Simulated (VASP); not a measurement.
# Ca2Ge3N (P-6m2) in VASP: notebook

The runs below take Ca2Ge3N through single point, with PBE.

Everything below comes from runs of VASP 6.6.1. Logs are shortened: lines on timing, memory, paths and dates and some standing lists are left out, and cuts for length are marked.

**1. The cell of the first run**

It takes space group P-6m2 (No. 187, hexagonal). Conventional cell: a = 4.138 Å, b = 4.138 Å, c = 8.220 Å, α = 90.00°, β = 90.00°, γ = 120.00°. Within 4.2 Å of Ca (site symmetry 3m) lie 9 Ge at 3.12 to 3.18 Å and 3 N at 3.12 Å and 8 Ca at 4.03 to 4.19 Å. Ge (site symmetry -6m2) has 3 Ge at 2.39 Å and 6 Ca at 3.18 Å within 3.2 Å. Ge (site symmetry -6m2) has 3 N at 2.39 Å and 6 Ca at 3.12 Å within 3.2 Å. Ge (site symmetry -6m2) has 3 Ge at 2.39 Å and 6 Ca at 3.18 Å within 3.2 Å. Within 3.2 Å of N (site symmetry -6m2) lie 3 Ge at 2.39 Å and 6 Ca at 3.12 Å.

The cell was generated, and may not be a known phase.

**2. Single point, PBE**

The input, INCAR:

```
SYSTEM = Ca2Ge3N
PREC = Accurate
ENCUT = 520
EDIFF = 1E-7
ISMEAR = 0
SIGMA = 0.1
LREAL = .FALSE.
LASPH = .TRUE.
NELM = 100
ALGO = Normal
ISIF = 2
LWAVE = .FALSE.
LCHARG = .FALSE.
GGA = PE
NBANDS = 42
```

The input, KPOINTS:

```
regular mesh
0
G
  6 6 2
  0 0 0
```

The input, POSCAR:

```
Ca2Ge3N
1.0
    4.1375939100      0.0000000000      0.0000000000
   -2.0687969500      3.5832614300      0.0000000000
    0.0000000000      0.0000000000      8.2199647600
Ca Ge N
2 3 1
Direct
    0.0000000000      0.0000000000      0.2450700000
    0.0000000000      0.0000000000      0.7549300000
    0.3333333300      0.6666666700      0.5000000000
    0.6666666700      0.3333333300      0.0000000000
    0.6666666700      0.3333333300      0.5000000000
    0.3333333300      0.6666666700      0.0000000000
```

Potentials or basis: VASP PAW PBE potentials, release 64 (Ca_sv, Ge_d, N).

Launch:

```
$ cat potpaw_PBE.64/Ca_sv/POTCAR potpaw_PBE.64/Ge_d/POTCAR potpaw_PBE.64/N/POTCAR > POTCAR
$ mpirun -np 1 vasp_std > vasp.out
```

OUTCAR:

```text
SYSTEM = Ca2Ge3N
   PREC = Accurate
   ENCUT = 520
   EDIFF = 1E-7
   ISMEAR = 0
   LREAL = .FALSE.
   LASPH = .TRUE.
   NELM = 100
   ISIF = 2
   GGA = PE

 ion  position               nearest neighbor table
   1  0.000  0.000  0.245-
   2  0.000  0.000  0.755-
   3  0.333  0.667  0.500-   5 2.39   5 2.39   5 2.39
   4  0.667  0.333  0.000-
   5  0.667  0.333  0.500-   3 2.39   3 2.39   3 2.39
   6  0.333  0.667  0.000-

  LATTYP: Found a hexagonal cell.
 ALAT       =     4.1375939100
 C/A-ratio  =     1.9866533398

  Lattice vectors:

 A1 = (   4.1375939100,   0.0000000000,   0.0000000000)
 A2 = (  -2.0687969500,   3.5832614300,   0.0000000000)
 A3 = (   0.0000000000,   0.0000000000,   8.2199647600)

Analysis of symmetry for initial positions (statically):
=====================================================================
 Subroutine PRICEL returns:
 Original cell was already a primitive cell.

 Routine SETGRP: Setting up the symmetry group for a
 hexagonal supercell.

 Subroutine GETGRP returns: Found 12 space group operations
 (whereof 12 operations were pure point group operations)
 out of a pool of 24 trial point group operations.

The static configuration has the point symmetry D_3h.

Analysis of symmetry for dynamics (positions and initial velocities):
=====================================================================
 Subroutine PRICEL returns:
 Original cell was already a primitive cell.

 Routine SETGRP: Setting up the symmetry group for a
 hexagonal supercell.

 Subroutine GETGRP returns: Found 12 space group operations
 (whereof 12 operations were pure point group operations)
 out of a pool of 24 trial point group operations.

The dynamic configuration has the point symmetry D_3h.

 Subroutine INISYM returns: Found 12 space group operations
 (whereof 12 operations are pure point group operations),
 and found     1 'primitive' translations

----------------------------------------------------------------------------------------

                                     Primitive cell

  volume of cell :     121.8699

  direct lattice vectors                    reciprocal lattice vectors
     4.137593910  0.000000000  0.000000000     0.241686357  0.139537683  0.000000000
    -2.068796950  3.583261430  0.000000000     0.000000000  0.279075367  0.000000000
     0.000000000  0.000000000  8.219964760     0.000000000  0.000000000  0.121655023

  length of vectors
     4.137593910  4.137593902  8.219964760     0.279075367  0.279075367  0.121655023

  position of ions in fractional coordinates (direct lattice)
     0.000000000  0.000000000  0.245070000
     0.000000000  0.000000000  0.754930000
     0.333333330  0.666666670  0.500000000
     0.666666670  0.333333330  0.000000000
     0.666666670  0.333333330  0.500000000
     0.333333330  0.666666670  0.000000000

  ion indices of the primitive-cell ions
   primitive index   ion index
                 1           1
                 2           2
                 3           3
                 4           4
                 5           5
                 6           6

----------------------------------------------------------------------------------------

 KPOINTS: regular mesh

Automatic generation of k-mesh.
 Grid dimensions read from file:
 generate k-points for:    6    6    2

 Generating k-lattice:

  Cartesian coordinates                     Fractional coordinates (reciprocal lattice)
     0.040281060  0.023256281  0.000000000     0.166666667  0.000000000  0.000000000
     0.000000000  0.046512561  0.000000000     0.000000000  0.166666667  0.000000000
     0.000000000  0.000000000  0.060827511     0.000000000  0.000000000  0.500000000

  Length of vectors
     0.046512561  0.046512561  0.060827511

  Shift w.r.t. Gamma in fractional coordinates (k-lattice)
     0.000000000  0.000000000  0.000000000

 Subroutine IBZKPT returns following result:
 ===========================================

 Found     14 irreducible k-points:

 Following reciprocal coordinates:
            Coordinates               Weight
  0.000000  0.000000  0.000000      1.000000
  0.166667 -0.000000  0.000000      6.000000
  0.333333 -0.000000  0.000000      6.000000
  0.500000  0.000000  0.000000      3.000000
  0.166667  0.166667  0.000000      6.000000
  0.333333  0.166667  0.000000     12.000000
  0.333333  0.333333  0.000000      2.000000
  0.000000  0.000000  0.500000      1.000000
  0.166667 -0.000000  0.500000      6.000000
  0.333333 -0.000000  0.500000      6.000000
  0.500000  0.000000  0.500000      3.000000
  0.166667  0.166667  0.500000      6.000000
  0.333333  0.166667  0.500000     12.000000
  0.333333  0.333333  0.500000      2.000000
   k-points           NKPTS =     14   k-points in BZ     NKDIM =     14   number of bands    NBANDS=     42
   number of dos      NEDOS =    301   number of ions     NIONS =      6
   total plane-waves  NPLWV =  65536
   dimension x,y,z NGX =    32 NGY =   32 NGZ =   64
   dimension x,y,z NGXF=    64 NGYF=   64 NGZF=  128
   ions per type =               2   3   1
   NGX,Y,Z   is equivalent  to a cutoff of  12.86, 12.86, 12.94 a.u.
   NGXF,Y,Z  is equivalent  to a cutoff of  25.71, 25.71, 25.89 a.u.
 SYSTEM =  Ca2Ge3N
   PREC   = accura    normal or accurate (medium, high low for compatibility)
   ISTART =      0    job   : 0-new  1-cont  2-samecut
   ICHARG =      2    charge: 1-file 2-atom 10-const
   ISPIN  =      1    spin polarized calculation?
   LNONCOLLINEAR =      F non collinear calculations
   LSORBIT =      F    spin-orbit coupling
   LASPH  =      T    aspherical Exc in radial PAW
   ENCUT  =  520.0 eV  38.22 Ry    6.18 a.u.   7.69  7.69 15.28*2*pi/ulx,y,z
   NELM   =    100;   NELMIN=  2; NELMDL= -5     # of ELM steps
   EDIFF  = 0.1E-06   stopping-criterion for ELM
   LREAL  =      F    real-space projection
   EDIFFG = 0.1E-05   stopping-criterion for IOM
   NSW    =      0    number of steps for IOM
   IBRION =     -1    ionic relax: 0-MD 1-quasi-New 2-CG
   NFREE  =      0    steps in history (QN), initial steepest desc. (CG)
   ISIF   =      2    stress and relaxation
   ISYM   =      2    0-nonsym 1-usesym 2-fastsym
   POTIM  = 0.5000    time-step for ionic-motion
   TEBEG  =    0.0;   TEEND  =   0.0 temperature during run
   PSTRESS=    0.0 pullay stress
   NELECT =      67.0000    total number of electrons
   NUPDOWN=      -1.0000    fix difference up-down
   EMIN   =  10.00;   EMAX   =-10.00  energy-range for DOS
   EFERMI =   0.00;   METHOD = LEGACY
   ISMEAR =     0;   SIGMA  =   0.10  broadening in eV -4-tet -1-fermi 0-gaus
   EFERMI_NEDOS =   21; number of points for ismear=-14 and -15
   IALGO  =     38    algorithm
   IMIX   =      4    mixing-type and parameters
     AMIX     =   0.40;   BMIX     =  1.00
     AMIX_MAG =   1.60;   BMIX_MAG =  1.00
  volume/ion in A,a.u.               =      20.31       137.07
  Fermi-wavevector in a.u.,A,eV,Ry     =   1.341120  2.534349 24.471480  1.798603
  Thomas-Fermi vector in A             =   2.469379
   LORBIT       =      0    0 simple, 1 ext, 2 COOP (PROOUT), +10 PAW based schemes
   GGA     = PE    functional components
   LHFCALC =     F    Hartree Fock is set to
   AEXX    =    0.0000 exact exchange contribution
   IVDW    =     0    specifies the selected vdW correction
   LEPSILON=     F    determine dielectric tensor
   LRPA    =     F    only Hartree local field effects (RPA)
 non-spin polarized calculation
 Gauss-broadening in eV      SIGMA  =   0.10
  energy-cutoff  :      520.00
  volume of cell :      121.87
 maximum number of plane-waves:      3337
 NGX is ok and might be reduce to    32
   NGX = 15   NGY = 15   NGZ = 31

 number of electron      67.0000023 magnetization

 Free energy of the ion-electron system (eV)
  ---------------------------------------------------
  ext. energy  EPLUGINS =         0.00000000
  ---------------------------------------------------
  free energy    TOTEN  =       -26.18542932 eV

  energy without entropy =      -26.17686906  energy(sigma->0) =      -26.18114919

 E-fermi :   4.9799     XC(G=0): -10.1362

 val. band max:        4.9409180525   @ k =   0.3333  -0.0000   0.5000
 cond. band min:       5.1228215530   @ k =   0.3333   0.3333   0.0000
 fundamental gap:      0.1819035005
 Fermi energy:         4.9799376324

 k-point     1 :       0.0000    0.0000    0.0000
  band No.  band energies     occupation
      1     -36.1603      2.00000
      2     -36.1572      2.00000
      3     -19.9957      2.00000
      4     -19.9957      2.00000
      5     -19.9387      2.00000
      6     -19.8998      2.00000
[... 34 lines left out ...]
     41       7.5621      0.00000
     42       8.7263      0.00000

 k-point     2 :       0.1667   -0.0000    0.0000
  band No.  band energies     occupation
      1     -36.1591      2.00000
      2     -36.1561      2.00000
      3     -20.0271      2.00000
      4     -20.0232      2.00000
      5     -19.9436      2.00000
      6     -19.9034      2.00000
[... 34 lines left out ...]
     41       7.8311      0.00000
     42       8.6200      0.00000

 k-point     3 :       0.3333   -0.0000    0.0000
  band No.  band energies     occupation
      1     -36.1567      2.00000
      2     -36.1538      2.00000
      3     -20.0717      2.00000
      4     -20.0691      2.00000
      5     -19.9416      2.00000
      6     -19.9103      2.00000
[... 34 lines left out ...]
     41       8.7491      0.00000
     42       8.8899      0.00000

 k-point     4 :       0.5000    0.0000    0.0000
  band No.  band energies     occupation
      1     -36.1555      2.00000
      2     -36.1526      2.00000
      3     -20.0896      2.00000
      4     -20.0884      2.00000
      5     -19.9393      2.00000
      6     -19.9136      2.00000
[... 34 lines left out ...]
     41       9.2014      0.00000
     42       9.4758      0.00000

 k-point     5 :       0.1667    0.1667    0.0000
  band No.  band energies     occupation
      1     -36.1573      2.00000
      2     -36.1544      2.00000
      3     -20.0828      2.00000
      4     -20.0307      2.00000
      5     -19.9495      2.00000
      6     -19.9099      2.00000
[... 34 lines left out ...]
     41       8.5859      0.00000
     42       8.7670      0.00000

 k-point     6 :       0.3333    0.1667    0.0000
  band No.  band energies     occupation
      1     -36.1555      2.00000
      2     -36.1526      2.00000
      3     -20.1242      2.00000
      4     -20.0389      2.00000
      5     -19.9537      2.00000
      6     -19.9165      2.00000
[... 34 lines left out ...]
     41       9.1398      0.00000
     42       9.2668      0.00000

 k-point     7 :       0.3333    0.3333    0.0000
  band No.  band energies     occupation
      1     -36.1549      2.00000
      2     -36.1521      2.00000
      3     -20.1459      2.00000
      4     -20.0116      2.00000
      5     -19.9746      2.00000
      6     -19.9206      2.00000
[... 34 lines left out ...]
     41       9.0659      0.00000
     42       9.1437      0.00000

 k-point     8 :       0.0000    0.0000    0.5000
  band No.  band energies     occupation
      1     -36.1591      2.00000
      2     -36.1585      2.00000
      3     -19.9957      2.00000
      4     -19.9957      2.00000
      5     -19.9387      2.00000
      6     -19.8998      2.00000
[... 34 lines left out ...]
     41       8.1962      0.00000
     42       8.1982      0.00000

 k-point     9 :       0.1667   -0.0000    0.5000
  band No.  band energies     occupation
      1     -36.1579      2.00000
      2     -36.1573      2.00000
      3     -20.0271      2.00000
      4     -20.0232      2.00000
      5     -19.9436      2.00000
      6     -19.9034      2.00000
[... 34 lines left out ...]
     41       8.0752      0.00000
     42       8.4490      0.00000

 k-point    10 :       0.3333   -0.0000    0.5000
  band No.  band energies     occupation
      1     -36.1555      2.00000
      2     -36.1550      2.00000
      3     -20.0718      2.00000
      4     -20.0691      2.00000
      5     -19.9416      2.00000
      6     -19.9103      2.00000
[... 34 lines left out ...]
     41       8.8822      0.00000
     42       9.1814      0.00000

 k-point    11 :       0.5000    0.0000    0.5000
  band No.  band energies     occupation
      1     -36.1543      2.00000
      2     -36.1538      2.00000
      3     -20.0896      2.00000
      4     -20.0884      2.00000
      5     -19.9393      2.00000
      6     -19.9136      2.00000
[... 34 lines left out ...]
     41       9.0104      0.00000
     42       9.2622      0.00000

 k-point    12 :       0.1667    0.1667    0.5000
  band No.  band energies     occupation
      1     -36.1561      2.00000
      2     -36.1556      2.00000
      3     -20.0828      2.00000
      4     -20.0307      2.00000
      5     -19.9495      2.00000
      6     -19.9099      2.00000
[... 34 lines left out ...]
     41       8.8053      0.00000
     42       8.8622      0.00000

 k-point    13 :       0.3333    0.1667    0.5000
  band No.  band energies     occupation
      1     -36.1543      2.00000
      2     -36.1538      2.00000
      3     -20.1242      2.00000
      4     -20.0389      2.00000
      5     -19.9537      2.00000
      6     -19.9166      2.00000
[... 34 lines left out ...]
     41       9.1372      0.00000
     42       9.1918      0.00000

 k-point    14 :       0.3333    0.3333    0.5000
  band No.  band energies     occupation
      1     -36.1538      2.00000
      2     -36.1532      2.00000
      3     -20.1459      2.00000
      4     -20.0116      2.00000
      5     -19.9746      2.00000
      6     -19.9206      2.00000
[... 34 lines left out ...]
     41       9.0099      0.00000
     42       9.0781      0.00000

------------------------ aborting loop because EDIFF is reached ----------------------------------------

  FORCE on cell =-STRESS in cart. coord.  units (eV):
  Direction    XX          YY          ZZ          XY          YZ          ZX
  --------------------------------------------------------------------------------------
  -------------------------------------------------------------------------------------
  Total        0.0765740      0.0765740      0.9635133      0.0000000      0.0000000     -0.0000000
  in kB        1.0066898      1.0066898     12.6669473      0.0000000      0.0000000     -0.0000000
  external PRESSURE =       4.8934423 kB  Pullay stress =       0.0000000 kB

 VOLUME and BASIS-vectors are now :
 -----------------------------------------------------------------------------
  energy-cutoff  :      520.00
  volume of cell :      121.87
      direct lattice vectors                 reciprocal lattice vectors
     4.137593910  0.000000000  0.000000000     0.241686357  0.139537683  0.000000000
    -2.068796950  3.583261430  0.000000000     0.000000000  0.279075367  0.000000000
     0.000000000  0.000000000  8.219964760     0.000000000  0.000000000  0.121655023

 POSITION                                       TOTAL-FORCE (eV/Angst)
 -----------------------------------------------------------------------------------
      0.00000      0.00000      2.01447        -0.000000      0.000000     -0.743120
      0.00000      0.00000      6.20550        -0.000000      0.000000      0.743120
     -0.00000      2.38884      4.10998        -0.000000      0.000000      0.000000
      2.06880      1.19442      0.00000        -0.000000      0.000000      0.000000
      2.06880      1.19442      4.10998        -0.000000      0.000000      0.000000
     -0.00000      2.38884      0.00000         0.000000     -0.000000      0.000000
 -----------------------------------------------------------------------------------
    total drift:                                0.000003     -0.000002      0.000000

  FREE ENERGIE OF THE ION-ELECTRON SYSTEM (eV)
  ---------------------------------------------------
  free  energy   TOTEN  =       -26.1854293189 eV

  energy  without entropy=      -26.1768690553  energy(sigma->0) =      -26.18114919
```

Wall time 69 s (1 thread of AMD EPYC 7R13 (Zen 3), shared host); peak memory 0.24 GiB.

Results:

```yaml
Free_energy: -26.1854 eV
Pressure: 0.5 GPa
Largest_force: 0.743 eV/Å
Band_gap_on_the_k_mesh: zero (an odd number of electrons rules out a gap without spin polarisation)
```

Forces on the atoms (eV/Å):
```
Ca   0.000  0.000 -0.743
Ca   0.000  0.000  0.743
Ge   0.000  0.000  0.000
Ge   0.000  0.000  0.000
Ge   0.000  0.000  0.000
N    0.000  0.000  0.000
```

Caveat: the k points lie up to 0.38 Å⁻¹ apart, too coarse for converged energies and pressures of a metal; an odd number of electrons without spin polarisation forces a metal; a magnetic or distorted state may lie lower.

**3. Single point, PBE**

This run uses another cell than the first one, of 20.60 Å³/atom.

The input, INCAR:

```
ALGO = Normal
EDIFF = 1E-7
ENCUT = 520
GGA = PE
ISIF = 2
ISMEAR = 0
LASPH = True
LCHARG = False
LREAL = False
LWAVE = False
NBANDS = 42
NELM = 80
PREC = Accurate
SIGMA = 0.1
```

The input, KPOINTS:

```
k-points
0
Gamma
  6 6 2
```

The input, POSCAR:

```
Ca2Ge3N
1.0
    4.1336436551     -0.0000000029      0.0000000000
   -2.0668218251      3.5798404170      0.0000000000
    0.0000000000      0.0000000000      8.3530905174
Ca Ge N
2 3 1
Direct
    0.0000000000      0.0000000000      0.2290698927
    0.0000000000      0.0000000000      0.7709301073
    0.3333333333      0.6666666667      0.5000000000
    0.6666666667      0.3333333333      0.0000000000
    0.6666666667      0.3333333333      0.5000000000
    0.3333333333      0.6666666667      0.0000000000
```

Potentials or basis: VASP PAW PBE potentials, release 64 (Ca_sv, Ge_d, N).

Launch:

```
$ cat potpaw_PBE.64/Ca_sv/POTCAR potpaw_PBE.64/Ge_d/POTCAR potpaw_PBE.64/N/POTCAR > POTCAR
$ mpirun -np 1 vasp_std > vasp.out
```

It took 68 s on 1 thread of AMD EPYC 7R13 (Zen 3), shared host; peak memory 0.24 GiB.

The run converged. Its results:

```
Free energy            : -26.2938 eV
Pressure               : 0.1 GPa
Largest force          : 0.033 eV/Å
Band gap on the k mesh : zero (an odd number of electrons rules out a gap without spin polarisation)
```

Forces in eV/Å, atoms in the order of the input:
```
Ca   0.000  0.000 -0.033
Ca   0.000  0.000  0.033
Ge   0.000  0.000  0.000
Ge   0.000  0.000  0.000
Ge   0.000  0.000  0.000
N    0.000  0.000  0.000
```

Stress tensor (GPa, compression positive):
```
 0.19  0.00  0.00
 0.00  0.19  0.00
 0.00  0.00 -0.12
```

Levels at points of the mesh, in eV from the Fermi level:
```
           k point  band 29  band 30  band 31  band 32  band 33  band 34  band 35  band 36  band 37  band 38
(0.00, 0.00, 0.00)    -2.93    -2.44    -2.06    -2.06    -1.82     0.52     0.76     0.76     1.38     2.01
(0.50, 0.00, 0.00)    -3.62    -2.84    -2.19    -2.12    -1.56    -0.77     0.80     1.88     2.82     3.17
(0.00, 0.00, 0.50)    -2.90    -2.90    -2.11    -2.11    -1.84     0.87     1.06     1.06     1.34     1.34
(0.50, 0.00, 0.50)    -3.67    -2.45    -2.38    -1.97    -1.21    -0.96    -0.65     2.35     2.95     3.29
```

Caveat: the k points lie up to 0.38 Å⁻¹ apart, too coarse for converged energies and pressures of a metal; an odd number of electrons without spin polarisation forces a metal; a magnetic or distorted state may lie lower.

The gap in the log of VASP goes by the Fermi energy; the results here count the filled bands.